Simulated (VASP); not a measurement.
# PbS (Pm-3m) in VASP: notebook, part 2 of 2

VASP 6.6.1. Earlier steps stand in the parts before.

## (3) Single point, PBE

The input, INCAR:

```
SYSTEM = PbS
PREC = Accurate
ENCUT = 520
EDIFF = 1E-6
ISMEAR = 0
SIGMA = 0.018000000000000002
LREAL = .False.
LASPH = .True.
NELM = 100
ALGO = Normal
ISIF = 2
LWAVE = .False.
LCHARG = .False.
GGA = PE
NBANDS = 17
```

The input, KPOINTS:

```
regular mesh
0
Gamma
  7 7 7
  0 0 0
```

The input, POSCAR:

```
PbS
1.0
    3.6536590000      0.0000000000      0.0000000000
    0.0000000000      3.6536590000      0.0000000000
    0.0000000000      0.0000000000      3.6536590000
Pb S
1 1
Direct
    0.0000000000      0.0000000000      0.0000000000
    0.5000000000      0.5000000000      0.5000000000
```

Potentials or basis: VASP PAW PBE potentials, release 64 (Pb_d, S).

On the command line:

```
> cat potpaw_PBE.64/Pb_d/POTCAR potpaw_PBE.64/S/POTCAR > POTCAR
> mpirun -np 1 vasp_std > vasp.out
```

OUTCAR:

```text
SYSTEM = PbS
   PREC = Accurate
   ENCUT = 520
   EDIFF = 1E-6
   ISMEAR = 0
   LREAL = .False.
   LASPH = .True.
   NELM = 100
   ISIF = 2
   GGA = PE

 ion  position               nearest neighbor table
   1  0.000  0.000  0.000-   2 3.16   2 3.16   2 3.16   2 3.16   2 3.16   2 3.16   2 3.16   2 3.16

   2  0.500  0.500  0.500-   1 3.16   1 3.16   1 3.16   1 3.16   1 3.16   1 3.16   1 3.16   1 3.16

  LATTYP: Found a simple cubic cell.
 ALAT       =     3.6536590000

  Lattice vectors:

 A1 = (   3.6536590000,   0.0000000000,   0.0000000000)
 A2 = (   0.0000000000,   3.6536590000,   0.0000000000)
 A3 = (   0.0000000000,   0.0000000000,   3.6536590000)

Analysis of symmetry for initial positions (statically):
=====================================================================
 Subroutine PRICEL returns:
 Original cell was already a primitive cell.

 Routine SETGRP: Setting up the symmetry group for a
 simple cubic supercell.

 Subroutine GETGRP returns: Found 48 space group operations
 (whereof 48 operations were pure point group operations)
 out of a pool of 48 trial point group operations.

The static configuration has the point symmetry O_h .

Analysis of symmetry for dynamics (positions and initial velocities):
=====================================================================
 Subroutine PRICEL returns:
 Original cell was already a primitive cell.

 Routine SETGRP: Setting up the symmetry group for a
 simple cubic supercell.

 Subroutine GETGRP returns: Found 48 space group operations
 (whereof 48 operations were pure point group operations)
 out of a pool of 48 trial point group operations.

The dynamic configuration has the point symmetry O_h .

 Subroutine INISYM returns: Found 48 space group operations
 (whereof 48 operations are pure point group operations),
 and found     1 'primitive' translations

----------------------------------------------------------------------------------------
[... 106 lines left out ...]
   IMIX   =      4    mixing-type and parameters
     AMIX     =   0.40;   BMIX     =  1.00
     AMIX_MAG =   1.60;   BMIX_MAG =  1.00
  volume/ion in A,a.u.               =      24.39       164.57
  Fermi-wavevector in a.u.,A,eV,Ry     =   1.216252  2.298383 20.126668  1.479268
  Thomas-Fermi vector in A             =   2.351612
   LORBIT       =      0    0 simple, 1 ext, 2 COOP (PROOUT), +10 PAW based schemes
   GGA     = PE    functional components
   LHFCALC =     F    Hartree Fock is set to
   AEXX    =    0.0000 exact exchange contribution
   IVDW    =     0    specifies the selected vdW correction
   LEPSILON=     F    determine dielectric tensor
   LRPA    =     F    only Hartree local field effects (RPA)
 non-spin polarized calculation
 Gauss-broadening in eV      SIGMA  =   0.02
  energy-cutoff  :      520.00
  volume of cell :       48.77
 maximum number of plane-waves:      1357
 NGX is ok and might be reduce to    28
   NGX = 13   NGY = 13   NGZ = 13

 number of electron      19.9999995 magnetization

 Free energy of the ion-electron system (eV)
  ---------------------------------------------------
  ext. energy  EPLUGINS =         0.00000000
  ---------------------------------------------------
  free energy    TOTEN  =        -8.25232177 eV

  energy without entropy =       -8.25232128  energy(sigma->0) =       -8.25232153

 E-fermi :   6.0426     XC(G=0): -10.1668

 val. band max:        5.9947837267   @ k =   0.1429   0.1429   0.1429
 cond. band min:       6.0921331620   @ k =   0.4286   0.4286   0.4286
 fundamental gap:      0.0973494354
 Fermi energy:         6.0426229929

 k-point     1 :       0.0000    0.0000    0.0000
  band No.  band energies     occupation
      1     -10.8169      2.00000
      2     -10.8169      2.00000
      3     -10.6057      2.00000
      4     -10.6057      2.00000
      5     -10.6057      2.00000
      6      -7.0004      2.00000
[... 377 lines left out ...]
      4     -10.5685      2.00000
      5     -10.5685      2.00000
      6      -4.7497      2.00000
[... 9 lines left out ...]
     16      19.0336      0.00000
     17      22.6233      0.00000

------------------------ aborting loop because EDIFF is reached ----------------------------------------

  FORCE on cell =-STRESS in cart. coord.  units (eV):
  Direction    XX          YY          ZZ          XY          YZ          ZX
  --------------------------------------------------------------------------------------
  -------------------------------------------------------------------------------------
  Total        0.0573105      0.0573105      0.0573105     -0.0000000     -0.0000000     -0.0000000
  in kB        1.8826110      1.8826110      1.8826110     -0.0000000     -0.0000000     -0.0000000
  external PRESSURE =       1.8826110 kB  Pullay stress =       0.0000000 kB

 VOLUME and BASIS-vectors are now :
 -----------------------------------------------------------------------------
  energy-cutoff  :      520.00
  volume of cell :       48.77
      direct lattice vectors                 reciprocal lattice vectors
     3.653659000  0.000000000  0.000000000     0.273698230  0.000000000  0.000000000
     0.000000000  3.653659000  0.000000000     0.000000000  0.273698230  0.000000000
     0.000000000  0.000000000  3.653659000     0.000000000  0.000000000  0.273698230

 POSITION                                       TOTAL-FORCE (eV/Angst)
 -----------------------------------------------------------------------------------
      0.00000      0.00000      0.00000         0.000000      0.000000      0.000000
      1.82683      1.82683      1.82683         0.000000      0.000000      0.000000
 -----------------------------------------------------------------------------------
    total drift:                               -0.000000      0.000000      0.000000

  FREE ENERGIE OF THE ION-ELECTRON SYSTEM (eV)
  ---------------------------------------------------
  free  energy   TOTEN  =        -8.2523217726 eV

  energy  without entropy=       -8.2523212838  energy(sigma->0) =       -8.25232153
```

stdout:

```text
POSCAR found type information on POSCAR PbS
 POSCAR found :  2 types and       2 ions
 scaLAPACK will be used
 LDA part: xc-table for (Slater+PW92), standard interpolation
 POSCAR, INCAR and KPOINTS ok, starting setup
 FFT: planning ... GRIDC
 FFT: planning ... GRID_SOFT
 FFT: planning ... GRID
 WAVECAR not read
 entering main loop
```

It took 8.5 s on 1 thread of Intel Xeon Platinum 8488C (Sapphire Rapids), shared host; peak memory 0.16 GiB.

Results:

```
Free energy            : -8.2523 eV
Pressure               : 0.2 GPa
Band gap on the k mesh : 0.10 eV, indirect (least direct gap 1.42 eV)
```

Caveat: spin-orbit coupling is left out, which moves the levels of the heavy elements.

## (4) Single point, PBE

The input, INCAR:

```
PREC = Accurate ; ENCUT = 520
EDIFF = 1E-6 ; ISMEAR = 0
SIGMA = 0.019000000000000003 ; LREAL = False
LASPH = True ; NELM = 60
ALGO = Normal ; ISIF = 2
LWAVE = False ; LCHARG = True
GGA = PE ; LELF = True
LVHAR = True ; NBANDS = 17
```

The input, KPOINTS:

```
Automatic mesh
0
Gamma
  7 7 7
```

POSCAR is that of step 3.

On the command line:

```
> cat potpaw_PBE.64/Pb_d/POTCAR potpaw_PBE.64/S/POTCAR > POTCAR
> mpirun -np 1 vasp_std > vasp.out
```

It took 9.8 s on 1 thread of Intel Xeon Platinum 8488C (Sapphire Rapids), shared host; peak memory 0.16 GiB.

The run converged. Its results:

```
Free energy            : -8.2523 eV
Pressure               : 0.2 GPa
Band gap on the k mesh : 0.10 eV, indirect (least direct gap 1.42 eV)
```

Levels at points of the mesh, in eV from the valence-band top:
```csv
k point,band 6,band 7,band 8,band 9,band 10,band 11,band 12,band 13,band 14,band 15
"(0.00, 0.00, 0.00)",-13.00,-6.61,-1.45,-1.45,-1.45,5.61,5.61,6.64,6.64,6.64
```

Caveat: spin-orbit coupling is left out, which moves the levels of the heavy elements.

## (5) Single point, PBE

The input, INCAR:

```
SYSTEM = PbS
ALGO = Normal
EDIFF = 1E-6
ENCUT = 520
GGA = PE
ISIF = 2
ISMEAR = 0
LASPH = .True.
LCHARG = .True.
LELF = .True.
LREAL = .False.
LVHAR = .True.
LWAVE = .False.
NBANDS = 17
NELM = 60
PREC = Accurate
SIGMA = 0.02
```

The input, KPOINTS:

```
k-points
0
Gamma
  7 7 7
  0 0 0
```

POSCAR is that of step 4.

On the command line:

```
> cat potpaw_PBE.64/Pb_d/POTCAR potpaw_PBE.64/S/POTCAR > POTCAR
> mpirun -np 1 vasp_std > vasp.out
```

It took 14 s on 1 thread of Intel Xeon Platinum 8488C (Sapphire Rapids), shared host; peak memory 0.16 GiB.

Results (log left out):

```
Free energy            : -8.2523 eV
Pressure               : 0.2 GPa
Band gap on the k mesh : 0.10 eV, indirect (least direct gap 1.42 eV)
```

Levels at points of the mesh, in eV from the valence-band top:
```
           k point  band 7  band 8  band 9  band 10  band 11  band 12  band 13  band 14
(0.00, 0.00, 0.00)   -6.61   -1.45   -1.45    -1.45     5.61     5.61     6.64     6.64
```

Caveat: spin-orbit coupling is left out, which moves the levels of the heavy elements.

## (6) Single point, PBE

The input, INCAR:

```
PREC     = Accurate       # precision mode
ENCUT    = 520            # plane-wave cutoff, eV
EDIFF    = 1E-6           # SCF threshold, eV
ISMEAR   = 0              # smearing method
SIGMA    = 0.020999999999999998 # smearing width, eV
LREAL    = False          # projectors in reciprocal space
LASPH    = True           # aspherical terms in the spheres
NELM     = 100            # most SCF steps
ALGO     = Normal         # electronic algorithm
ISIF     = 2              # what is computed and relaxed
LWAVE    = False          # write WAVECAR
LCHARG   = False          # write CHGCAR
GGA      = PE             # functional
NBANDS   = 17             # bands
```

The input, KPOINTS:

```
regular mesh
0
Gamma
  7 7 7
```

POSCAR is that of step 5.

Potentials or basis: VASP PAW PBE potentials, release 64 (Pb_d, S).

On the command line:

```
> cat potpaw_PBE.64/Pb_d/POTCAR potpaw_PBE.64/S/POTCAR > POTCAR
> mpirun -np 1 vasp_std > vasp.out
```

OUTCAR:

```text
PREC = Accurate
   ENCUT = 520
   EDIFF = 1E-6
   ISMEAR = 0
   LREAL = False
   LASPH = True
   NELM = 100
   ISIF = 2
   GGA = PE

 ion  position               nearest neighbor table
   1  0.000  0.000  0.000-   2 3.16   2 3.16   2 3.16   2 3.16   2 3.16   2 3.16   2 3.16   2 3.16

   2  0.500  0.500  0.500-   1 3.16   1 3.16   1 3.16   1 3.16   1 3.16   1 3.16   1 3.16   1 3.16

  LATTYP: Found a simple cubic cell.
 ALAT       =     3.6536590000

  Lattice vectors:

 A1 = (   3.6536590000,   0.0000000000,   0.0000000000)
 A2 = (   0.0000000000,   3.6536590000,   0.0000000000)
 A3 = (   0.0000000000,   0.0000000000,   3.6536590000)

Analysis of symmetry for initial positions (statically):
=====================================================================
 Subroutine PRICEL returns:
 Original cell was already a primitive cell.

 Routine SETGRP: Setting up the symmetry group for a
 simple cubic supercell.

 Subroutine GETGRP returns: Found 48 space group operations
 (whereof 48 operations were pure point group operations)
 out of a pool of 48 trial point group operations.

The static configuration has the point symmetry O_h .

[... 154 lines left out ...]
  energy without entropy =       -8.25231776  energy(sigma->0) =       -8.25231991

 E-fermi :   6.0426     XC(G=0): -10.1668

 val. band max:        5.9947597841   @ k =   0.1429   0.1429   0.1429
 cond. band min:       6.0921312810   @ k =   0.4286   0.4286   0.4286
 fundamental gap:      0.0973714968
 Fermi energy:         6.0426333264

 k-point     1 :       0.0000    0.0000    0.0000
  band No.  band energies     occupation
      1     -10.8169      2.00000
      2     -10.8169      2.00000
      3     -10.6057      2.00000
      4     -10.6057      2.00000
      5     -10.6057      2.00000
      6      -7.0004      2.00000
[... 377 lines left out ...]
      4     -10.5684      2.00000
      5     -10.5684      2.00000
      6      -4.7498      2.00000
[... 9 lines left out ...]
     16      19.0336      0.00000
     17      22.6233      0.00000

------------------------ aborting loop because EDIFF is reached ----------------------------------------

  FORCE on cell =-STRESS in cart. coord.  units (eV):
  Direction    XX          YY          ZZ          XY          YZ          ZX
  --------------------------------------------------------------------------------------
  -------------------------------------------------------------------------------------
  Total        0.0573045      0.0573045      0.0573045     -0.0000000     -0.0000000      0.0000000
  in kB        1.8824133      1.8824133      1.8824133     -0.0000000     -0.0000000      0.0000000
  external PRESSURE =       1.8824133 kB  Pullay stress =       0.0000000 kB

 VOLUME and BASIS-vectors are now :
 -----------------------------------------------------------------------------
  energy-cutoff  :      520.00
  volume of cell :       48.77
      direct lattice vectors                 reciprocal lattice vectors
     3.653659000  0.000000000  0.000000000     0.273698230  0.000000000  0.000000000
     0.000000000  3.653659000  0.000000000     0.000000000  0.273698230  0.000000000
     0.000000000  0.000000000  3.653659000     0.000000000  0.000000000  0.273698230

 POSITION                                       TOTAL-FORCE (eV/Angst)
 -----------------------------------------------------------------------------------
      0.00000      0.00000      0.00000         0.000000      0.000000      0.000000
      1.82683      1.82683      1.82683         0.000000      0.000000      0.000000
 -----------------------------------------------------------------------------------
    total drift:                               -0.000000      0.000000      0.000000

  FREE ENERGIE OF THE ION-ELECTRON SYSTEM (eV)
  ---------------------------------------------------
  free  energy   TOTEN  =        -8.2523220556 eV

  energy  without entropy=       -8.2523177602  energy(sigma->0) =       -8.25231991
```

stdout:

```text
POSCAR found type information on POSCAR PbS
 POSCAR found :  2 types and       2 ions
 scaLAPACK will be used
 LDA part: xc-table for (Slater+PW92), standard interpolation
 POSCAR, INCAR and KPOINTS ok, starting setup
 FFT: planning ... GRIDC
 FFT: planning ... GRID_SOFT
 FFT: planning ... GRID
 WAVECAR not read
 entering main loop
```

Run time: 9.6 s. Hardware: 1 thread of Intel Xeon Platinum 8488C (Sapphire Rapids), shared host; peak memory 0.16 GiB.

What came out:

```
Free energy            : -8.2523 eV
Pressure               : 0.2 GPa
Band gap on the k mesh : 0.10 eV, indirect (least direct gap 1.42 eV)
```

Caveat: spin-orbit coupling is left out, which moves the levels of the heavy elements. A k mesh can miss the band edges.

## (7) Summary

| smearing | gap on the mesh (eV) | pressure (GPa) |
| --- | --- | --- |
| gaussian 0.017 eV | 0.10 | 0.2 |
| gaussian 0.018 eV | 0.10 | 0.2 |
| gaussian 0.019 eV | 0.10 | 0.2 |
| gaussian 0.02 eV | 0.10 | 0.2 |
| gaussian 0.021 eV | 0.10 | 0.2 |

Alike in all rows: task single point; level PBE; potentials or basis VASP PAW PBE potentials, release 64 (Pb_d, S); no spin polarisation; cell as given; k mesh 7 × 7 × 7; cutoff (eV) 520.

On the cell as given the gap runs from 0.10 eV (PBE) to 0.10 eV (PBE).

Caveats: spin-orbit coupling is left out, which moves the levels of the heavy elements.

Absolute energies hang on the potentials; compare differences alone.
